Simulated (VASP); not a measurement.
# AgO (F-43m) in VASP: further runs

Runs on AgO. Level: PBEsol. Tasks: single point.

Everything below comes from runs of VASP 6.6.1. Logs are shortened: lines on timing, memory, paths and dates and some standing lists are left out, and cuts for length are marked.

### Step 1. The cell of the first run

Symmetry: F-43m, No. 216, cubic system. Conventional cell: a = 4.934 Å, b = 4.934 Å, c = 4.934 Å, α = 90.00°, β = 90.00°, γ = 90.00°. Within 2.8 Å of Ag (site symmetry -43m) lie 4 O at 2.14 Å. O (site symmetry -43m) has 4 Ag at 2.14 Å within 2.8 Å.

### Step 2. Single point, PBEsol

INCAR reads:

```
PREC = Accurate
ENCUT = 520
EDIFF = 1E-6
ISMEAR = 1
SIGMA = 0.15
LREAL = False
LASPH = True
NELM = 80
ALGO = Normal
ISIF = 2
LWAVE = False
LCHARG = False
GGA = PS
NBANDS = 16
```

KPOINTS reads:

```
regular mesh
0
Gamma
  8 8 8
```

POSCAR reads:

```
AgO
1.0
    0.0000000000      2.4667547359      2.4667547359
    2.4667547359      0.0000000000      2.4667547359
    2.4667547359      2.4667547359      0.0000000000
Ag O
1 1
Direct
    0.0000000000      0.0000000000      0.0000000000
    0.2500000000      0.2500000000      0.2500000000
```

Potentials or basis: VASP PAW PBE potentials, release 64 (Ag, O).

Run with:

```
$ cat potpaw_PBE.64/Ag/POTCAR potpaw_PBE.64/O/POTCAR > POTCAR
$ mpirun -np 1 vasp_std > vasp.out
```

OUTCAR:

```text
PREC = Accurate
   ENCUT = 520
   EDIFF = 1E-6
   ISMEAR = 1
   LREAL = False
   LASPH = True
   NELM = 80
   ISIF = 2
   GGA = PS

 ion  position               nearest neighbor table
   1  0.000  0.000  0.000-   2 2.14   2 2.14   2 2.14   2 2.14
   2  0.250  0.250  0.250-   1 2.14   1 2.14   1 2.14   1 2.14

  LATTYP: Found a face centered cubic cell.
 ALAT       =     4.9335094718

  Lattice vectors:

 A1 = (   0.0000000000,   2.4667547359,   2.4667547359)
 A2 = (   2.4667547359,   0.0000000000,   2.4667547359)
 A3 = (   2.4667547359,   2.4667547359,   0.0000000000)

Analysis of symmetry for initial positions (statically):
=====================================================================
 Subroutine PRICEL returns:
 Original cell was already a primitive cell.

 Routine SETGRP: Setting up the symmetry group for a
 face centered cubic supercell.

 Subroutine GETGRP returns: Found 24 space group operations
 (whereof 24 operations were pure point group operations)
 out of a pool of 48 trial point group operations.

The static configuration has the point symmetry T_d .

Analysis of symmetry for dynamics (positions and initial velocities):
=====================================================================
 Subroutine PRICEL returns:
 Original cell was already a primitive cell.

 Routine SETGRP: Setting up the symmetry group for a
 face centered cubic supercell.

 Subroutine GETGRP returns: Found 24 space group operations
 (whereof 24 operations were pure point group operations)
 out of a pool of 48 trial point group operations.

The dynamic configuration has the point symmetry T_d .

 Subroutine INISYM returns: Found 24 space group operations
 (whereof 24 operations are pure point group operations),
 and found     1 'primitive' translations

----------------------------------------------------------------------------------------

                                     Primitive cell

  volume of cell :      30.0198

  direct lattice vectors                    reciprocal lattice vectors
     0.000000000  2.466754736  2.466754736    -0.202695466  0.202695466  0.202695466
     2.466754736  0.000000000  2.466754736     0.202695466 -0.202695466  0.202695466
     2.466754736  2.466754736  0.000000000     0.202695466  0.202695466 -0.202695466

  length of vectors
     3.488518003  3.488518003  3.488518003     0.351078845  0.351078845  0.351078845

  position of ions in fractional coordinates (direct lattice)
     0.000000000  0.000000000  0.000000000
     0.250000000  0.250000000  0.250000000

  ion indices of the primitive-cell ions
   primitive index   ion index
                 1           1
                 2           2

----------------------------------------------------------------------------------------

 KPOINTS: regular mesh

Automatic generation of k-mesh.
 Grid dimensions read from file:
 generate k-points for:    8    8    8

 Generating k-lattice:

  Cartesian coordinates                     Fractional coordinates (reciprocal lattice)
    -0.025336933  0.025336933  0.025336933     0.125000000  0.000000000  0.000000000
     0.025336933 -0.025336933  0.025336933     0.000000000  0.125000000  0.000000000
     0.025336933  0.025336933 -0.025336933     0.000000000  0.000000000  0.125000000

  Length of vectors
     0.043884856  0.043884856  0.043884856

  Shift w.r.t. Gamma in fractional coordinates (k-lattice)
     0.000000000  0.000000000  0.000000000

 Subroutine IBZKPT returns following result:
 ===========================================

 Found     29 irreducible k-points:

 Following reciprocal coordinates:
            Coordinates               Weight
  0.000000  0.000000  0.000000      1.000000
  0.125000  0.000000  0.000000      8.000000
  0.250000  0.000000  0.000000      8.000000
  0.375000  0.000000  0.000000      8.000000
  0.500000  0.000000  0.000000      4.000000
  0.125000  0.125000  0.000000      6.000000
[... 16 lines left out ...]
  0.500000  0.250000  0.125000     48.000000
 -0.375000  0.250000  0.125000     24.000000
 [... further k-points ...]
   k-points           NKPTS =     29   k-points in BZ     NKDIM =     29   number of bands    NBANDS=     16
   number of dos      NEDOS =    301   number of ions     NIONS =      2
   total plane-waves  NPLWV =  21952
   dimension x,y,z NGX =    28 NGY =   28 NGZ =   28
   dimension x,y,z NGXF=    56 NGYF=   56 NGZF=   56
   ions per type =               1   1
   NGX,Y,Z   is equivalent  to a cutoff of  13.34, 13.34, 13.34 a.u.
   NGXF,Y,Z  is equivalent  to a cutoff of  26.69, 26.69, 26.69 a.u.
 SYSTEM =  unknown system
   PREC   = accura    normal or accurate (medium, high low for compatibility)
   ISTART =      0    job   : 0-new  1-cont  2-samecut
   ICHARG =      2    charge: 1-file 2-atom 10-const
   ISPIN  =      1    spin polarized calculation?
   LNONCOLLINEAR =      F non collinear calculations
   LSORBIT =      F    spin-orbit coupling
   LASPH  =      T    aspherical Exc in radial PAW
   ENCUT  =  520.0 eV  38.22 Ry    6.18 a.u.   6.49  6.49  6.49*2*pi/ulx,y,z
   NELM   =     80;   NELMIN=  2; NELMDL= -5     # of ELM steps
   EDIFF  = 0.1E-05   stopping-criterion for ELM
   LREAL  =      F    real-space projection
   EDIFFG = 0.1E-04   stopping-criterion for IOM
   NSW    =      0    number of steps for IOM
   IBRION =     -1    ionic relax: 0-MD 1-quasi-New 2-CG
   NFREE  =      0    steps in history (QN), initial steepest desc. (CG)
   ISIF   =      2    stress and relaxation
   ISYM   =      2    0-nonsym 1-usesym 2-fastsym
   POTIM  = 0.5000    time-step for ionic-motion
   TEBEG  =    0.0;   TEEND  =   0.0 temperature during run
   PSTRESS=    0.0 pullay stress
   NELECT =      17.0000    total number of electrons
   NUPDOWN=      -1.0000    fix difference up-down
   EMIN   =  10.00;   EMAX   =-10.00  energy-range for DOS
   EFERMI =   0.00;   METHOD = LEGACY
   ISMEAR =     1;   SIGMA  =   0.15  broadening in eV -4-tet -1-fermi 0-gaus
   EFERMI_NEDOS =   21; number of points for ismear=-14 and -15
   IALGO  =     38    algorithm
   IMIX   =      4    mixing-type and parameters
     AMIX     =   0.40;   BMIX     =  1.00
     AMIX_MAG =   1.60;   BMIX_MAG =  1.00
  volume/ion in A,a.u.               =      15.01       101.29
  Fermi-wavevector in a.u.,A,eV,Ry     =   1.354426  2.559493 24.959464  1.834469
  Thomas-Fermi vector in A             =   2.481598
   LORBIT       =      0    0 simple, 1 ext, 2 COOP (PROOUT), +10 PAW based schemes
   GGA     = PS    functional components
   LHFCALC =     F    Hartree Fock is set to
   AEXX    =    0.0000 exact exchange contribution
   IVDW    =     0    specifies the selected vdW correction
   LEPSILON=     F    determine dielectric tensor
   LRPA    =     F    only Hartree local field effects (RPA)
 non-spin polarized calculation
 Methfessel and Paxton  Order N= 1 SIGMA  =   0.15
  energy-cutoff  :      520.00
  volume of cell :       30.02
 maximum number of plane-waves:       869
 NGX is ok and might be reduce to    28
   NGX = 13   NGY = 13   NGZ = 13

 number of electron      17.0000007 magnetization

 Free energy of the ion-electron system (eV)
  ---------------------------------------------------
  ext. energy  EPLUGINS =         0.00000000
  ---------------------------------------------------
  free energy    TOTEN  =        -8.07919553 eV

  energy without entropy =       -8.07709206  energy(sigma->0) =       -8.07849438

 E-fermi :   3.8875     XC(G=0): -10.8809

 val. band max:        3.8734181851   @ k =   0.1250   0.0000   0.0000
 cond. band min:       3.9353253436   @ k =  -0.3750   0.1250   0.0000
 fundamental gap:      0.0619071585
 Fermi energy:         3.8875364737

 k-point     1 :       0.0000    0.0000    0.0000
  band No.  band energies     occupation
      1     -13.9693      2.00000
      2      -1.6359      2.00000
      3      -1.6359      2.00000
      4      -1.6359      2.00000
      5       0.8556      2.00000
      6       0.8556      2.00000
[... 8 lines left out ...]
     15      22.9882      0.00000
     16      22.9882      0.00000

 k-point     2 :       0.1250    0.0000    0.0000
  band No.  band energies     occupation
      1     -13.9219      2.00000
      2      -1.6677      2.00000
      3      -1.5688      2.00000
      4      -1.5688      2.00000
      5       0.8392      2.00000
      6       0.8392      2.00000
[... 8 lines left out ...]
     15      22.5280      0.00000
     16      22.5280      0.00000

 k-point     3 :       0.2500    0.0000    0.0000
  band No.  band energies     occupation
      1     -13.8100      2.00000
      2      -1.6043      2.00000
      3      -1.4190      2.00000
      4      -1.4190      2.00000
      5       0.8466      2.00000
      6       0.8466      2.00000
[... 8 lines left out ...]
     15      22.3263      0.00000
     16      22.3263      0.00000

 k-point     4 :       0.3750    0.0000    0.0000
  band No.  band energies     occupation
      1     -13.7003      2.00000
      2      -1.2955      2.00000
      3      -1.2954      2.00000
      4      -1.2648      2.00000
      5       0.9468      2.00000
      6       0.9468      2.00000
[... 8 lines left out ...]
     15      23.0641      0.00000
     16      23.0641      0.00000

 k-point     5 :       0.5000    0.0000    0.0000
  band No.  band energies     occupation
      1     -13.6554      2.00000
      2      -1.2548      2.00000
      3      -1.2548      2.00000
      4      -0.9453      2.00000
      5       1.0272      2.00000
      6       1.0272      2.00000
[... 8 lines left out ...]
     15      23.7318      0.00000
     16      23.7318      0.00000

 k-point     6 :       0.1250    0.1250    0.0000
  band No.  band energies     occupation
      1     -13.9065      2.00000
      2      -1.7418      2.00000
      3      -1.5099      2.00000
      4      -1.5099      2.00000
      5       0.7556      2.00000
      6       0.9012      2.00000
[... 8 lines left out ...]
     15      24.1549      0.00000
     16      24.1549      0.00000

 k-point     7 :       0.2500    0.1250    0.0000
  band No.  band energies     occupation
      1     -13.8168      2.00000
      2      -1.7490      2.00000
      3      -1.3606      2.00000
      4      -1.3489      2.00000
      5       0.6943      2.00000
      6       0.9430      2.00000
[... 8 lines left out ...]
     15      23.2986      0.00000
     16      24.2361      0.00000

 k-point     8 :       0.3750    0.1250    0.0000
  band No.  band energies     occupation
      1     -13.7073      2.00000
      2      -1.5294      2.00000
      3      -1.2003      2.00000
      4      -1.1790      2.00000
      5       0.7814      2.00000
      6       1.0138      2.00000
[... 8 lines left out ...]
     15      22.8095      0.00000
     16      24.2109      0.00000

 k-point     9 :       0.5000    0.1250    0.0000
  band No.  band energies     occupation
      1     -13.6420      2.00000
      2      -1.3168      2.00000
      3      -1.1484      2.00000
      4      -0.8766      2.00000
      5       0.9800      2.00000
      6       1.0335      2.00000
[... 8 lines left out ...]
     15      23.3417      0.00000
     16      24.3337      0.00000
[... 172 lines left out ...]
 k-point    19 :       0.5000    0.3750    0.0000
  band No.  band energies     occupation
      1     -13.5748      2.00000
      2      -1.7540      2.00000
      3      -0.5254      2.00000
      4      -0.4261      2.00000
      5       0.7514      2.00000
      6       1.1211      2.00000
[... 8 lines left out ...]
     15      24.0357      0.00000
     16      25.7511      0.00000

 k-point    20 :      -0.3750    0.3750    0.0000
  band No.  band energies     occupation
      1     -13.5694      2.00000
      2      -1.5546      2.00000
      3      -0.6594      2.00000
      4      -0.1450      2.00000
      5       0.6423      2.00000
      6       0.9959      2.00000
[... 8 lines left out ...]
     15      24.9226      0.00000
     16      26.2256      0.00000

 k-point    21 :       0.5000    0.5000    0.0000
  band No.  band energies     occupation
      1     -13.5604      2.00000
      2      -1.8392      2.00000
      3      -0.3627      2.00000
      4      -0.3627      2.00000
      5       0.6951      2.00000
      6       1.1750      2.00000
[... 8 lines left out ...]
     15      23.3942      0.00000
     16      25.6158      0.00000

 k-point    22 :       0.3750    0.2500    0.1250
  band No.  band energies     occupation
      1     -13.7291      2.00000
      2      -1.6794      2.00000
      3      -1.2105      2.00000
      4      -1.1424      2.00000
      5       0.6617      2.00000
      6       1.0185      2.00000
[... 8 lines left out ...]
     15      23.5642      0.00000
     16      25.3763      0.00000

 k-point    23 :       0.5000    0.2500    0.1250
  band No.  band energies     occupation
      1     -13.6433      2.00000
      2      -1.4237      2.00000
      3      -1.1246      2.00000
      4      -0.8483      2.00000
      5       0.7934      2.00000
      6       1.0412      2.00000
[... 8 lines left out ...]
     15      23.2749      0.00000
     16      25.3733      0.00000

 k-point    24 :      -0.3750    0.2500    0.1250
  band No.  band energies     occupation
      1     -13.6085      2.00000
      2      -1.3256      2.00000
      3      -1.0566      2.00000
      4      -0.5518      2.00000
      5       0.7776      2.00000
      6       1.0602      2.00000
[... 8 lines left out ...]
     15      23.1773      0.00000
     16      25.8058      0.00000

 [... further k-points ...]
[... 5 lines left out ...]
  --------------------------------------------------------------------------------------
  -------------------------------------------------------------------------------------
  Total        0.1529757      0.1529757      0.1529757      0.0000000     -0.0000000      0.0000000
  in kB        8.1644147      8.1644147      8.1644147      0.0000000     -0.0000000      0.0000000
  external PRESSURE =       8.1644147 kB  Pullay stress =       0.0000000 kB

 VOLUME and BASIS-vectors are now :
 -----------------------------------------------------------------------------
  energy-cutoff  :      520.00
  volume of cell :       30.02
      direct lattice vectors                 reciprocal lattice vectors
     0.000000000  2.466754736  2.466754736    -0.202695466  0.202695466  0.202695466
     2.466754736  0.000000000  2.466754736     0.202695466 -0.202695466  0.202695466
     2.466754736  2.466754736  0.000000000     0.202695466  0.202695466 -0.202695466

 POSITION                                       TOTAL-FORCE (eV/Angst)
 -----------------------------------------------------------------------------------
      0.00000      0.00000      0.00000         0.000000      0.000000      0.000000
      1.23338      1.23338      1.23338        -0.000000     -0.000000     -0.000000
 -----------------------------------------------------------------------------------
    total drift:                                0.000000      0.000000      0.000000

  FREE ENERGIE OF THE ION-ELECTRON SYSTEM (eV)
  ---------------------------------------------------
  free  energy   TOTEN  =        -8.0791955333 eV

  energy  without entropy=       -8.0770920593  energy(sigma->0) =       -8.07849438
```

It took 29 s on 1 thread of Intel Xeon 8259CL, shared host; peak memory 0.16 GiB.

What came out:

```yaml
Free_energy: -8.0792 eV
Pressure: 0.8 GPa
```

Caveat: the PAW data sets were made with another functional, which shifts forces and pressure a little; an odd number of electrons without spin polarisation forces a metal; a magnetic or distorted state may lie lower.

[end of part 1 of 2]
